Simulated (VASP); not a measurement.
# AlCo (WC type) (P-6m2) in VASP: a series of runs

AlCo (WC type) is run at these levels: PBE; tasks: single point.

Everything below comes from runs of VASP 6.6.1. Logs are shortened: lines on timing, memory, paths and dates and some standing lists are left out, and cuts for length are marked.

### Step 1. The cell of the first run

It takes space group P-6m2 (No. 187, hexagonal). Conventional cell: a = 2.526 Å, b = 2.526 Å, c = 3.609 Å, α = 90.00°, β = 90.00°, γ = 120.00°. Within 3.1 Å of Co (site symmetry -6m2) lie 6 Al at 2.32 Å and 6 Co at 2.53 Å. Within 3.1 Å of Al (site symmetry -6m2) lie 6 Co at 2.32 Å and 6 Al at 2.53 Å.

### Step 2. Single point, PBE

INCAR

```
SYSTEM = AlCo
PREC = Accurate ; ENCUT = 520
EDIFF = 1E-7 ; ISMEAR = -1
SIGMA = 0.08 ; LREAL = .FALSE.
LASPH = .TRUE. ; NELM = 60
ALGO = Normal ; ISIF = 2
LWAVE = .FALSE. ; LCHARG = .FALSE.
GGA = PE ; NBANDS = 13
```

KPOINTS

```
regular mesh
0
G
  15 15 13
  0 0 0
```

POSCAR

```
AlCo
1.0
    2.5257615193      0.0000000000      0.0000000000
   -1.2628807597      2.1873736396      0.0000000000
    0.0000000000      0.0000000000      3.6088905824
Co Al
1 1
Direct
    0.0000000000      0.0000000000      0.0000000000
    0.3333333333      0.6666666667      0.5000000000
```

Potentials or basis: VASP PAW PBE potentials, release 64 (Co, Al).

Launch:

```bash
> cat potpaw_PBE.64/Co/POTCAR potpaw_PBE.64/Al/POTCAR > POTCAR
> mpirun -np 1 vasp_std > vasp.out
```

OUTCAR:

```text
SYSTEM = AlCo
   PREC = Accurate
   ENCUT = 520
   EDIFF = 1E-7
   ISMEAR = -1
   LREAL = .FALSE.
   LASPH = .TRUE.
   NELM = 60
   ISIF = 2
   GGA = PE

 ion  position               nearest neighbor table
   1  0.000  0.000  0.000-   2 2.32   2 2.32   2 2.32   2 2.32   2 2.32   2 2.32
   2  0.333  0.667  0.500-   1 2.32   1 2.32   1 2.32   1 2.32   1 2.32   1 2.32

  LATTYP: Found a hexagonal cell.
 ALAT       =     2.5257615193
 C/A-ratio  =     1.4288326728

  Lattice vectors:

 A1 = (   2.5257615193,   0.0000000000,   0.0000000000)
 A2 = (  -1.2628807597,   2.1873736396,   0.0000000000)
 A3 = (   0.0000000000,   0.0000000000,   3.6088905824)

Analysis of symmetry for initial positions (statically):
=====================================================================
 Subroutine PRICEL returns:
 Original cell was already a primitive cell.

 Routine SETGRP: Setting up the symmetry group for a
 hexagonal supercell.

 Subroutine GETGRP returns: Found 12 space group operations
 (whereof 12 operations were pure point group operations)
 out of a pool of 24 trial point group operations.

The static configuration has the point symmetry D_3h.

Analysis of symmetry for dynamics (positions and initial velocities):
=====================================================================
 Subroutine PRICEL returns:
 Original cell was already a primitive cell.

 Routine SETGRP: Setting up the symmetry group for a
 hexagonal supercell.

 Subroutine GETGRP returns: Found 12 space group operations
 (whereof 12 operations were pure point group operations)
 out of a pool of 24 trial point group operations.

The dynamic configuration has the point symmetry D_3h.

 Subroutine INISYM returns: Found 12 space group operations
 (whereof 12 operations are pure point group operations),
 and found     1 'primitive' translations

----------------------------------------------------------------------------------------

                                     Primitive cell

  volume of cell :      19.9383

  direct lattice vectors                    reciprocal lattice vectors
     2.525761519  0.000000000  0.000000000     0.395920198  0.228584633  0.000000000
    -1.262880760  2.187373640  0.000000000     0.000000000  0.457169265  0.000000000
     0.000000000  0.000000000  3.608890582     0.000000000  0.000000000  0.277093466

  length of vectors
     2.525761519  2.525761519  3.608890582     0.457169265  0.457169265  0.277093466

  position of ions in fractional coordinates (direct lattice)
     0.000000000  0.000000000  0.000000000
     0.333333333  0.666666667  0.500000000

  ion indices of the primitive-cell ions
   primitive index   ion index
                 1           1
                 2           2

----------------------------------------------------------------------------------------

 KPOINTS: regular mesh

Automatic generation of k-mesh.
 Grid dimensions read from file:
 generate k-points for:   15   15   13

 Generating k-lattice:

  Cartesian coordinates                     Fractional coordinates (reciprocal lattice)
     0.026394680  0.015238976  0.000000000     0.066666667  0.000000000  0.000000000
     0.000000000  0.030477951  0.000000000     0.000000000  0.066666667  0.000000000
     0.000000000  0.000000000  0.021314882     0.000000000  0.000000000  0.076923077

  Length of vectors
     0.030477951  0.030477951  0.021314882

  Shift w.r.t. Gamma in fractional coordinates (k-lattice)
     0.000000000  0.000000000  0.000000000

 Subroutine IBZKPT returns following result:
 ===========================================

 Found    189 irreducible k-points:

 Following reciprocal coordinates:
            Coordinates               Weight
  0.000000  0.000000  0.000000      1.000000
  0.066667  0.000000  0.000000      6.000000
  0.133333  0.000000  0.000000      6.000000
  0.200000  0.000000  0.000000      6.000000
  0.266667  0.000000  0.000000      6.000000
  0.333333  0.000000  0.000000      6.000000
[... 16 lines left out ...]
  0.333333  0.200000  0.000000     12.000000
  0.400000  0.200000  0.000000      6.000000
 [... further k-points ...]
   k-points           NKPTS =    189   k-points in BZ     NKDIM =    189   number of bands    NBANDS=     13
   number of dos      NEDOS =    301   number of ions     NIONS =      2
   total plane-waves  NPLWV =  11200
   dimension x,y,z NGX =    20 NGY =   20 NGZ =   28
   dimension x,y,z NGXF=    40 NGYF=   40 NGZF=   56
   ions per type =               1   1
   NGX,Y,Z   is equivalent  to a cutoff of  13.16, 13.16, 12.90 a.u.
   NGXF,Y,Z  is equivalent  to a cutoff of  26.33, 26.33, 25.80 a.u.
 SYSTEM =  AlCo
   PREC   = accura    normal or accurate (medium, high low for compatibility)
   ISTART =      0    job   : 0-new  1-cont  2-samecut
   ICHARG =      2    charge: 1-file 2-atom 10-const
   ISPIN  =      1    spin polarized calculation?
   LNONCOLLINEAR =      F non collinear calculations
   LSORBIT =      F    spin-orbit coupling
   LASPH  =      T    aspherical Exc in radial PAW
   ENCUT  =  520.0 eV  38.22 Ry    6.18 a.u.   4.70  4.70  6.71*2*pi/ulx,y,z
   NELM   =     60;   NELMIN=  2; NELMDL= -5     # of ELM steps
   EDIFF  = 0.1E-06   stopping-criterion for ELM
   LREAL  =      F    real-space projection
   EDIFFG = 0.1E-05   stopping-criterion for IOM
   NSW    =      0    number of steps for IOM
   IBRION =     -1    ionic relax: 0-MD 1-quasi-New 2-CG
   NFREE  =      0    steps in history (QN), initial steepest desc. (CG)
   ISIF   =      2    stress and relaxation
   ISYM   =      2    0-nonsym 1-usesym 2-fastsym
   POTIM  = 0.5000    time-step for ionic-motion
   TEBEG  =    0.0;   TEEND  =   0.0 temperature during run
   PSTRESS=    0.0 pullay stress
   NELECT =      12.0000    total number of electrons
   NUPDOWN=      -1.0000    fix difference up-down
   EMIN   =  10.00;   EMAX   =-10.00  energy-range for DOS
   EFERMI =   0.00;   METHOD = LEGACY
   ISMEAR =    -1;   SIGMA  =   0.08  broadening in eV -4-tet -1-fermi 0-gaus
   EFERMI_NEDOS =   21; number of points for ismear=-14 and -15
   IALGO  =     38    algorithm
   IMIX   =      4    mixing-type and parameters
     AMIX     =   0.40;   BMIX     =  1.00
     AMIX_MAG =   1.60;   BMIX_MAG =  1.00
  volume/ion in A,a.u.               =       9.97        67.28
  Fermi-wavevector in a.u.,A,eV,Ry     =   1.382204  2.611987 25.993777  1.910489
  Thomas-Fermi vector in A             =   2.506917
   LORBIT       =      0    0 simple, 1 ext, 2 COOP (PROOUT), +10 PAW based schemes
   GGA     = PE    functional components
[... 5 lines left out ...]
 non-spin polarized calculation
  energy-cutoff  :      520.00
  volume of cell :       19.94
 maximum number of plane-waves:       565
 NGX is ok and might be reduce to    20
   NGX =  9   NGY =  9   NGZ = 13

 number of electron      12.0000008 magnetization

 Free energy of the ion-electron system (eV)
  ---------------------------------------------------
  ext. energy  EPLUGINS =         0.00000000
  ---------------------------------------------------
  free energy    TOTEN  =       -10.86574968 eV

  energy without entropy =      -10.83311473  energy(sigma->0) =      -10.84943220

 E-fermi :  12.5847     XC(G=0): -13.0133

 val. band max:       12.5843244021   @ k =   0.2000   0.0667   0.2308
 cond. band min:      12.5938710986   @ k =   0.3333   0.0667   0.3077
 fundamental gap:      0.0095466965
 Fermi energy:        12.5847336839

 k-point     1 :       0.0000    0.0000    0.0000
  band No.  band energies     occupation
      1       0.4034      2.00000
      2       8.3390      2.00000
      3      10.8078      2.00000
      4      10.8078      2.00000
      5      10.9472      2.00000
      6      11.9105      1.99956
      7      11.9105      1.99956
      8      16.9008      0.00000
      9      27.4468      0.00000
     10      27.4468      0.00000
     11      30.9894      0.00000
     12      30.9894      0.00000
     13      31.0914      0.00000

 k-point     2 :       0.0667    0.0000    0.0000
  band No.  band energies     occupation
      1       0.5437      2.00000
      2       8.4301      2.00000
      3      10.6403      2.00000
      4      10.7361      2.00000
      5      10.8802      2.00000
      6      11.8883      1.99967
      7      12.3165      1.93238
      8      16.9380      0.00000
      9      25.9204      0.00000
     10      26.9100      0.00000
     11      29.8741      0.00000
     12      31.7040      0.00000
     13      32.9291      0.00000

 k-point     3 :       0.1333    0.0000    0.0000
  band No.  band energies     occupation
      1       0.9608      2.00000
      2       8.6799      2.00000
      3      10.1741      2.00000
      4      10.5445      2.00000
      5      11.0895      2.00000
      6      11.8260      1.99985
      7      13.0789      0.00415
      8      17.0462      0.00000
      9      23.3230      0.00000
     10      25.8889      0.00000
     11      28.8471      0.00000
     12      32.0884      0.00000
     13      33.2438      0.00000

 k-point     4 :       0.2000    0.0000    0.0000
  band No.  band energies     occupation
      1       1.6432      2.00000
      2       9.0022      2.00000
      3       9.7633      2.00000
      4      10.3052      2.00000
      5      11.4124      2.00000
      6      11.7350      1.99995
      7      13.9773      0.00000
      8      17.1976      0.00000
      9      20.7984      0.00000
     10      24.8546      0.00000
     11      27.8453      0.00000
     12      29.7652      0.00000
     13      34.1712      0.00000

 k-point     5 :       0.2667    0.0000    0.0000
  band No.  band energies     occupation
      1       2.5700      2.00000
      2       9.2055      2.00000
      3       9.4360      2.00000
      4      10.1446      2.00000
      5      11.6318      1.99999
      6      11.8080      1.99988
      7      14.9717      0.00000
      8      17.1223      0.00000
      9      18.8817      0.00000
     10      23.9322      0.00000
     11      26.9050      0.00000
     12      27.5391      0.00000
     13      33.1878      0.00000
[... 257 lines left out ...]
 k-point    22 :       0.2667    0.2000    0.0000
  band No.  band energies     occupation
      1       5.1427      2.00000
      2       9.1869      2.00000
      3       9.2901      2.00000
      4       9.7515      2.00000
      5      10.9300      2.00000
      6      12.6636      0.54341
      7      15.5904      0.00000
      8      17.0899      0.00000
      9      17.6517      0.00000
     10      20.9181      0.00000
     11      25.1722      0.00000
     12      27.0747      0.00000
     13      28.2418      0.00000

 k-point    23 :       0.3333    0.2000    0.0000
  band No.  band energies     occupation
      1       6.3872      2.00000
      2       8.8843      2.00000
      3       9.3067      2.00000
      4       9.4237      2.00000
      5      10.7307      2.00000
      6      12.8041      0.12108
      7      14.7029      0.00000
      8      16.7984      0.00000
      9      18.7929      0.00000
     10      21.7120      0.00000
     11      23.6422      0.00000
     12      26.5307      0.00000
     13      26.6053      0.00000

 k-point    24 :       0.4000    0.2000    0.0000
  band No.  band energies     occupation
      1       7.1981      2.00000
      2       8.4542      2.00000
      3       9.2382      2.00000
      4       9.3211      2.00000
      5      10.6532      2.00000
      6      12.8426      0.07662
      7      14.4220      0.00000
      8      16.6888      0.00000
      9      19.4038      0.00000
     10      22.2615      0.00000
     11      22.8815      0.00000
     12      25.6745      0.00000
     13      26.4695      0.00000

 [... further k-points ...]

------------------------ aborting loop because EDIFF is reached ----------------------------------------

  FORCE on cell =-STRESS in cart. coord.  units (eV):
  Direction    XX          YY          ZZ          XY          YZ          ZX
  --------------------------------------------------------------------------------------
  -------------------------------------------------------------------------------------
  Total        6.2127060      6.2127060      6.1586082     -0.0000000      0.0000000      0.0000000
  in kB      499.2319313    499.2319313    494.8848173     -0.0000000      0.0000000      0.0000000
  external PRESSURE =     497.7828933 kB  Pullay stress =       0.0000000 kB

 VOLUME and BASIS-vectors are now :
 -----------------------------------------------------------------------------
  energy-cutoff  :      520.00
  volume of cell :       19.94
      direct lattice vectors                 reciprocal lattice vectors
     2.525761519  0.000000000  0.000000000     0.395920198  0.228584633  0.000000000
    -1.262880760  2.187373640  0.000000000     0.000000000  0.457169265  0.000000000
     0.000000000  0.000000000  3.608890582     0.000000000  0.000000000  0.277093466

 POSITION                                       TOTAL-FORCE (eV/Angst)
 -----------------------------------------------------------------------------------
      0.00000      0.00000      0.00000         0.000000     -0.000000      0.000000
     -0.00000      1.45825      1.80445        -0.000000      0.000000      0.000000
 -----------------------------------------------------------------------------------
    total drift:                                0.000000     -0.000000      0.000000

  FREE ENERGIE OF THE ION-ELECTRON SYSTEM (eV)
  ---------------------------------------------------
  free  energy   TOTEN  =       -10.8657496758 eV

  energy  without entropy=      -10.8331147335  energy(sigma->0) =      -10.84943220
```

Wall time 60 s (1 thread of Intel Xeon 8259CL, shared host); peak memory 0.17 GiB.

Results:

- Free energy: -10.8657 eV
- Pressure: 49.8 GPa
- Band gap on the k mesh: zero (band 6 reaches 13.62 eV, above the bottom of band 7 at 11.60 eV)

Stress tensor (GPa, compression positive):
```
49.92  0.00  0.00
 0.00 49.92  0.00
 0.00  0.00 49.49
```

### Step 3. Single point, PBE

INCAR

```
PREC = Accurate
ENCUT = 520
EDIFF = 1E-7
ISMEAR = -1
SIGMA = 0.08
LREAL = False
LASPH = True
NELM = 60
ALGO = Normal
ISIF = 2
LWAVE = False
LCHARG = False
GGA = PE
NBANDS = 13
```

KPOINTS

```
Automatic mesh
0
Gamma
  15 15 13
```

POSCAR

```
AlCo
1.0
    2.5246351679      0.0000000000      0.0000000000
   -1.2623175839      2.1863981907      0.0000000000
    0.0000000000      0.0000000000      3.6092065536
Co Al
1 1
Direct
    0.0000000000      0.0000000000      0.0000000000
    0.3333333333      0.6666666667      0.5000000000
```

Potentials or basis: VASP PAW PBE potentials, release 64 (Co, Al).

Launch:

```bash
> cat potpaw_PBE.64/Co/POTCAR potpaw_PBE.64/Al/POTCAR > POTCAR
> mpirun -np 1 vasp_std > vasp.out
```

Run time: 65 s. Hardware: 1 thread of Intel Xeon 8259CL, shared host; peak memory 0.17 GiB.

It converged, with:

* Free energy: -10.8607 eV
* Pressure: 50.1 GPa
* Band gap on the k mesh: zero (band 6 reaches 13.63 eV, above the bottom of band 7 at 11.62 eV)

Stress tensor (GPa, compression positive):
```
50.25  0.00  0.00
 0.00 50.25  0.00
 0.00  0.00 49.66
```

Levels at points of the mesh, in eV from the Fermi level:
| k point | band 3 | band 4 | band 5 | band 6 | band 7 | band 8 | band 9 | band 10 |
| --- | --- | --- | --- | --- | --- | --- | --- | --- |
| (0.00, 0.00, 0.00) | -1.78 | -1.78 | -1.65 | -0.67 | -0.67 | 4.31 | 14.87 | 14.87 |

Spin polarisation is off, so any magnetic state and its effect on volume and gap are missing.
